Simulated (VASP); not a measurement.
# GaO4 (P-43m) in VASP: notebook, part 2 of 3

VASP 6.6.1. Earlier steps stand in the parts before.

### Step 3. Single point, PBE, collinear spin, ferromagnetic start

This run uses another cell than the first one, of 12.93 Å³/atom.

INCAR reads:

```
PREC = Accurate
ENCUT = 520
EDIFF = 1E-7
ISMEAR = 0
SIGMA = 0.1
LREAL = F
LASPH = T
NELM = 150
ALGO = Normal
ISIF = 2
LWAVE = F
LCHARG = F
ISPIN = 2
MAGMOM = 0 1 1 1 1
LORBIT = 11
GGA = PE
NBANDS = 30
```

KPOINTS reads:

```
Automatic mesh
0
Gamma
  4 4 4
```

POSCAR reads:

```
GaO4
1.0
    4.0134278945      0.0000000000      0.0000000000
    0.0000000000      4.0134278945      0.0000000000
    0.0000000000      0.0000000000      4.0134278945
Ga O
1 4
Direct
    0.0000000000      0.0000000000      0.0000000000
    0.2692485714      0.7307514286      0.7307514286
    0.7307514286      0.2692485714      0.7307514286
    0.7307514286      0.7307514286      0.2692485714
    0.2692485714      0.2692485714      0.2692485714
```

Potentials or basis: VASP PAW PBE potentials, release 64 (Ga_d, O).

Command:

```console
$ cat potpaw_PBE.64/Ga_d/POTCAR potpaw_PBE.64/O/POTCAR > POTCAR
$ mpirun -np 1 vasp_std > vasp.out
```

OUTCAR:

```text
PREC = Accurate
   ENCUT = 520
   EDIFF = 1E-7
   ISMEAR = 0
   LREAL = F
   LASPH = T
   NELM = 150
   ISIF = 2
   ISPIN = 2
   LORBIT = 11
   GGA = PE

 ion  position               nearest neighbor table
   1  0.000  0.000  0.000-   2 1.87   3 1.87   4 1.87   5 1.87
   2  0.269  0.731  0.731-   1 1.87
   3  0.731  0.269  0.731-   1 1.87
   4  0.731  0.731  0.269-   1 1.87
   5  0.269  0.269  0.269-   1 1.87

  LATTYP: Found a simple cubic cell.
 ALAT       =     4.0134278945

  Lattice vectors:

 A1 = (   4.0134278945,   0.0000000000,   0.0000000000)
 A2 = (   0.0000000000,   4.0134278945,   0.0000000000)
 A3 = (   0.0000000000,   0.0000000000,   4.0134278945)

Analysis of symmetry for initial positions (statically):
=====================================================================
 Subroutine PRICEL returns:
 Original cell was already a primitive cell.

 Routine SETGRP: Setting up the symmetry group for a
 simple cubic supercell.

 Subroutine GETGRP returns: Found 24 space group operations
 (whereof 24 operations were pure point group operations)
 out of a pool of 48 trial point group operations.

The static configuration has the point symmetry T_d .

Analysis of symmetry for dynamics (positions and initial velocities):
=====================================================================
 Subroutine PRICEL returns:
 Original cell was already a primitive cell.

 Routine SETGRP: Setting up the symmetry group for a
 simple cubic supercell.

 Subroutine GETGRP returns: Found 24 space group operations
 (whereof 24 operations were pure point group operations)
 out of a pool of 48 trial point group operations.

The dynamic configuration has the point symmetry T_d .

Analysis of structural, dynamic, and magnetic symmetry:
=====================================================================
 Subroutine PRICEL returns:
 Original cell was already a primitive cell.

 Routine SETGRP: Setting up the symmetry group for a
 simple cubic supercell.

 Subroutine GETGRP returns: Found 24 space group operations
 (whereof 24 operations were pure point group operations)
 out of a pool of 48 trial point group operations.

The overall configuration has the point symmetry T_d .

 Subroutine INISYM returns: Found 24 space group operations
 (whereof 24 operations are pure point group operations),
 and found     1 'primitive' translations

----------------------------------------------------------------------------------------

                                     Primitive cell

  volume of cell :      64.6467

  direct lattice vectors                    reciprocal lattice vectors
     4.013427895  0.000000000  0.000000000     0.249163564  0.000000000  0.000000000
     0.000000000  4.013427895  0.000000000     0.000000000  0.249163564  0.000000000
     0.000000000  0.000000000  4.013427895     0.000000000  0.000000000  0.249163564

  length of vectors
     4.013427895  4.013427895  4.013427895     0.249163564  0.249163564  0.249163564

  position of ions in fractional coordinates (direct lattice)
     0.000000000  0.000000000  0.000000000
     0.269248571  0.730751429  0.730751429
     0.730751429  0.269248571  0.730751429
[... 67 lines left out ...]
   EDIFF  = 0.1E-06   stopping-criterion for ELM
   LREAL  =      F    real-space projection
   EDIFFG = 0.1E-05   stopping-criterion for IOM
   NSW    =      0    number of steps for IOM
   IBRION =     -1    ionic relax: 0-MD 1-quasi-New 2-CG
   NFREE  =      0    steps in history (QN), initial steepest desc. (CG)
   ISIF   =      2    stress and relaxation
   ISYM   =      2    0-nonsym 1-usesym 2-fastsym
   POTIM  = 0.5000    time-step for ionic-motion
   TEBEG  =    0.0;   TEEND  =   0.0 temperature during run
   PSTRESS=    0.0 pullay stress
   NELECT =      37.0000    total number of electrons
   NUPDOWN=      -1.0000    fix difference up-down
   EMIN   =  10.00;   EMAX   =-10.00  energy-range for DOS
   EFERMI =   0.00;   METHOD = LEGACY
   ISMEAR =     0;   SIGMA  =   0.10  broadening in eV -4-tet -1-fermi 0-gaus
   EFERMI_NEDOS =   21; number of points for ismear=-14 and -15
   IALGO  =     38    algorithm
   IMIX   =      4    mixing-type and parameters
     AMIX     =   0.40;   BMIX     =  1.00
     AMIX_MAG =   1.60;   BMIX_MAG =  1.00
  volume/ion in A,a.u.               =      12.93        87.25
  Fermi-wavevector in a.u.,A,eV,Ry     =   1.359231  2.568574 25.136885  1.847509
  Thomas-Fermi vector in A             =   2.485997
   LORBIT       =     11    0 simple, 1 ext, 2 COOP (PROOUT), +10 PAW based schemes
   GGA     = PE    functional components
   LHFCALC =     F    Hartree Fock is set to
   AEXX    =    0.0000 exact exchange contribution
   IVDW    =     0    specifies the selected vdW correction
   LEPSILON=     F    determine dielectric tensor
   LRPA    =     F    only Hartree local field effects (RPA)
 spin polarized calculation
 Gauss-broadening in eV      SIGMA  =   0.10
  energy-cutoff  :      520.00
  volume of cell :       64.65
 maximum number of plane-waves:      1763
 NGX is ok and might be reduce to    30
   NGX = 15   NGY = 15   NGZ = 15

 number of electron      36.9999983 magnetization       5.0000009

 Free energy of the ion-electron system (eV)
  ---------------------------------------------------
  ext. energy  EPLUGINS =         0.00000000
  ---------------------------------------------------
  free energy    TOTEN  =       -20.09519780 eV

  energy without entropy =      -20.08097108  energy(sigma->0) =      -20.08808444

 E-fermi :  -0.2327     XC(G=0):  -9.8748

 val. band max:       -0.2372024477   @ k =   0.5000   0.2500   0.2500
 cond. band min:      -0.1393912662   @ k =   0.2500   0.2500   0.0000
 fundamental gap:      0.0978111815
 Fermi energy:        -0.2327478428

 spin component 1

 k-point     1 :       0.0000    0.0000    0.0000
  band No.  band energies     occupation
      1     -18.9909      1.00000
      2     -17.6394      1.00000
      3     -17.6394      1.00000
      4     -17.6394      1.00000
      5     -12.8940      1.00000
      6     -12.8940      1.00000
[... 319 lines left out ...]
     29      17.0330      0.00000
     30      19.7802      0.00000
 Fermi energy:        -0.2327478428

 spin component 2

 k-point     1 :       0.0000    0.0000    0.0000
  band No.  band energies     occupation
      1     -17.1711      1.00000
      2     -15.7357      1.00000
      3     -15.7357      1.00000
      4     -15.7357      1.00000
      5     -12.8727      1.00000
      6     -12.8727      1.00000
[... 319 lines left out ...]
     29      17.4696      0.00000
     30      20.2637      0.00000

------------------------ aborting loop because EDIFF is reached ----------------------------------------

  FORCE on cell =-STRESS in cart. coord.  units (eV):
  Direction    XX          YY          ZZ          XY          YZ          ZX
  --------------------------------------------------------------------------------------
  -------------------------------------------------------------------------------------
  Total       -0.0426326     -0.0426326     -0.0426326      0.0000000      0.0000000      0.0000000
  in kB       -1.0565895     -1.0565895     -1.0565895      0.0000000      0.0000000      0.0000000
  external PRESSURE =      -1.0565895 kB  Pullay stress =       0.0000000 kB

 VOLUME and BASIS-vectors are now :
 -----------------------------------------------------------------------------
  energy-cutoff  :      520.00
  volume of cell :       64.65
      direct lattice vectors                 reciprocal lattice vectors
     4.013427895  0.000000000  0.000000000     0.249163564  0.000000000  0.000000000
     0.000000000  4.013427895  0.000000000     0.000000000  0.249163564  0.000000000
     0.000000000  0.000000000  4.013427895     0.000000000  0.000000000  0.249163564

 POSITION                                       TOTAL-FORCE (eV/Angst)
 -----------------------------------------------------------------------------------
      0.00000      0.00000      0.00000        -0.000000      0.000000     -0.000000
      1.08061      2.93282      2.93282         0.038914     -0.038914     -0.038914
      2.93282      1.08061      2.93282        -0.038914      0.038914     -0.038914
      2.93282      2.93282      1.08061        -0.038914     -0.038914      0.038914
      1.08061      1.08061      1.08061         0.038914      0.038914      0.038914
 -----------------------------------------------------------------------------------
    total drift:                                0.000000      0.000000     -0.000000

  FREE ENERGIE OF THE ION-ELECTRON SYSTEM (eV)
  ---------------------------------------------------
  free  energy   TOTEN  =       -20.0951977993 eV

  energy  without entropy=      -20.0809710834  energy(sigma->0) =      -20.08808444

 total charge

# of ion       s       p       d       tot
------------------------------------------
    1        0.757   0.844  10.213  11.813
    2        1.617   3.103   0.000   4.720
    3        1.617   3.103   0.000   4.720
    4        1.617   3.103   0.000   4.720
    5        1.617   3.103   0.000   4.720
--------------------------------------------------
tot          7.224  13.257  10.213  30.694

 magnetization (x)

# of ion       s       p       d       tot
------------------------------------------
    1       -0.038  -0.050   0.043  -0.045
    2        0.012   1.043   0.000   1.055
    3        0.012   1.043   0.000   1.055
    4        0.012   1.043   0.000   1.055
    5        0.012   1.043   0.000   1.055
--------------------------------------------------
tot          0.011   4.122   0.043   4.175
```

OSZICAR:

```text
N       E                     dE             d eps       ncg     rms          rms(c)
DAV:   1     0.332595935349E+03    0.33260E+03   -0.17998E+04  1400   0.172E+03
DAV:   2     0.210378457756E+02   -0.31156E+03   -0.29161E+03  1366   0.494E+02
DAV:   3    -0.189984357275E+02   -0.40036E+02   -0.38053E+02  1380   0.125E+02
DAV:   4    -0.203766536141E+02   -0.13782E+01   -0.13744E+01  1478   0.260E+01
DAV:   5    -0.203978316977E+02   -0.21178E-01   -0.21175E-01  1390   0.311E+00    0.838E+00
DAV:   6    -0.201094451772E+02    0.28839E+00   -0.20398E+00  1856   0.213E+01    0.353E+00
DAV:   7    -0.200992525753E+02    0.10193E-01   -0.44605E-01  1380   0.461E+00    0.182E+00
DAV:   8    -0.200888701323E+02    0.10382E-01   -0.46289E-02  1526   0.203E+00    0.763E-01
DAV:   9    -0.200920052036E+02   -0.31351E-02   -0.10274E-02  1530   0.930E-01    0.260E-01
DAV:  10    -0.200947142379E+02   -0.27090E-02   -0.12820E-03  1504   0.340E-01    0.126E-01
DAV:  11    -0.200951325479E+02   -0.41831E-03   -0.27488E-04  1704   0.225E-01    0.403E-02
DAV:  12    -0.200951884001E+02   -0.55852E-04   -0.89151E-05  1390   0.842E-02    0.137E-02
DAV:  13    -0.200951963493E+02   -0.79492E-05   -0.93948E-06  1518   0.385E-02    0.620E-03
DAV:  14    -0.200951974920E+02   -0.11427E-05   -0.31840E-06  1410   0.135E-02    0.253E-03
DAV:  15    -0.200951977798E+02   -0.28782E-06   -0.35928E-07  1408   0.426E-03    0.883E-04
DAV:  16    -0.200951977993E+02   -0.19531E-07   -0.17291E-08   958   0.107E-03
   1 F= -.20095198E+02 E0= -.20088084E+02  d E =-.142267E-01  mag=     5.0000
```

Run time: 65 s. Hardware: 1 thread of Intel Xeon 8259CL, shared host; peak memory 0.2 GiB.

What came out:

* Free energy: -20.0952 eV
* Pressure: -0.1 GPa
* Largest force: 0.067 eV/Å
* Band gap on the k mesh: zero (filled and empty bands overlap)
* Net moment: 5.00 μB per cell
* Site moments: Ga -0.04; O +1.05 μB
* Valence electrons inside the program's atomic spheres: Ga 11.81; O 4.72

Forces on the atoms (eV/Å):
```
Ga   0.000  0.000  0.000
O    0.039 -0.039 -0.039
O   -0.039  0.039 -0.039
O   -0.039 -0.039  0.039
O    0.039  0.039  0.039
```

Levels at points of the mesh, in eV from the Fermi level:
Spin up:
| k point | band 18 | band 19 | band 20 | band 21 | band 22 | band 23 | band 24 | band 25 |
| --- | --- | --- | --- | --- | --- | --- | --- | --- |
| (0.00, 0.00, 0.00) | -2.04 | -0.91 | -0.91 | -0.91 | 4.69 | 9.44 | 9.44 | 9.44 |
| (0.50, 0.00, 0.00) | -1.70 | -1.70 | -1.43 | -1.43 | 6.34 | 8.85 | 10.68 | 10.68 |
| (0.50, 0.50, 0.00) | -1.55 | -1.27 | -1.26 | -1.26 | 6.82 | 10.04 | 10.04 | 11.16 |
| (0.50, 0.50, 0.50) | -1.40 | -1.17 | -1.17 | -1.17 | 6.36 | 10.23 | 10.23 | 10.23 |
Spin down:
| k point | band 13 | band 14 | band 15 | band 16 | band 17 | band 18 | band 19 | band 20 |
| --- | --- | --- | --- | --- | --- | --- | --- | --- |
| (0.00, 0.00, 0.00) | -1.04 | -1.04 | -1.04 | 0.50 | 0.50 | 0.50 | 1.41 | 1.41 |
| (0.50, 0.00, 0.00) | -1.17 | -0.90 | -0.61 | -0.58 | -0.58 | 0.64 | 0.64 | 0.92 |
| (0.50, 0.50, 0.00) | -1.58 | -0.99 | -0.99 | -0.28 | -0.19 | 0.79 | 0.79 | 1.09 |
| (0.50, 0.50, 0.50) | -3.10 | 0.28 | 0.28 | 0.28 | 1.23 | 1.23 | 1.28 | 1.28 |

Caveat: the k points lie up to 0.39 Å⁻¹ apart, too coarse for converged energies and pressures of a metal.

### Step 4. Single point, PBE, collinear spin, ferromagnetic start

INCAR reads:

```
ALGO = Normal
EDIFF = 1E-7
ENCUT = 520
GGA = PE
ISIF = 2
ISMEAR = 0
ISPIN = 2
LASPH = T
LCHARG = F
LORBIT = 11
LREAL = F
LWAVE = F
MAGMOM = 0 1 1 1 1
NBANDS = 30
NELM = 150
PREC = Accurate
SIGMA = 0.1
```

KPOINTS reads:

```
k-points
0
Gamma
  4 4 4
```

POSCAR reads:

```
GaO4
1.0
    4.0666167200      0.0000000000      0.0000000000
    0.0000000000      4.0666167200      0.0000000000
    0.0000000000      0.0000000000      4.0666167200
Ga O
1 4
Direct
    0.0000000000      0.0000000000      0.0000000000
    0.2437810800      0.7562189200      0.7562189200
    0.7562189200      0.2437810800      0.7562189200
    0.7562189200      0.7562189200      0.2437810800
    0.2437810800      0.2437810800      0.2437810800
```

Command:

```console
$ cat potpaw_PBE.64/Ga_d/POTCAR potpaw_PBE.64/O/POTCAR > POTCAR
$ mpirun -np 1 vasp_std > vasp.out
```

It took 71 s on 1 thread of Intel Xeon 8259CL, shared host; peak memory 0.2 GiB.

Results (log left out):

* Free energy: -19.0488 eV
* Pressure: 18.4 GPa
* Largest force: 3.717 eV/Å
* Band gap on the k mesh: zero (filled and empty bands overlap)
* Net moment: 5.00 μB per cell
* Site moments: Ga +0.02; O +1.04 μB
* Valence electrons inside the program's atomic spheres: Ga 12.52; O 4.78

Forces in eV/Å, atoms in the order of the input:
```
Ga   0.000  0.000  0.000
O    2.146 -2.146 -2.146
O   -2.146  2.146 -2.146
O   -2.146 -2.146  2.146
O    2.146  2.146  2.146
```

Levels at points of the mesh, in eV from the Fermi level:
Spin up:
```csv
k point,band 18,band 19,band 20,band 21,band 22,band 23,band 24,band 25
"(0.00, 0.00, 0.00)",-2.15,-0.94,-0.94,-0.94,6.48,10.55,10.55,10.55
"(0.50, 0.00, 0.00)",-1.86,-1.86,-1.26,-1.26,8.38,9.92,11.91,11.91
"(0.50, 0.50, 0.00)",-1.50,-1.50,-1.37,-1.37,9.43,11.36,11.36,12.74
"(0.50, 0.50, 0.50)",-1.43,-1.28,-1.28,-1.28,9.51,11.92,11.92,11.92
```
Spin down:
```
           k point  band 13  band 14  band 15  band 16  band 17  band 18  band 19  band 20
(0.00, 0.00, 0.00)    -1.28    -1.28    -1.28     0.32     0.32     0.32     1.24     1.24
(0.50, 0.00, 0.00)    -1.49    -0.89    -0.61    -0.59    -0.43     0.52     0.52     0.88
(0.50, 0.50, 0.00)    -1.93    -0.70    -0.70    -0.40     0.16     0.61     0.61     1.02
(0.50, 0.50, 0.50)    -3.06     0.18     0.18     0.18     1.03     1.03     1.03     1.10
```

Caveat: the k points lie up to 0.39 Å⁻¹ apart, too coarse for converged energies and pressures of a metal; forces of over 1 eV/Å act on the atoms, so gaps and moduli don't describe the material at rest.

[end of part 2 of 3]
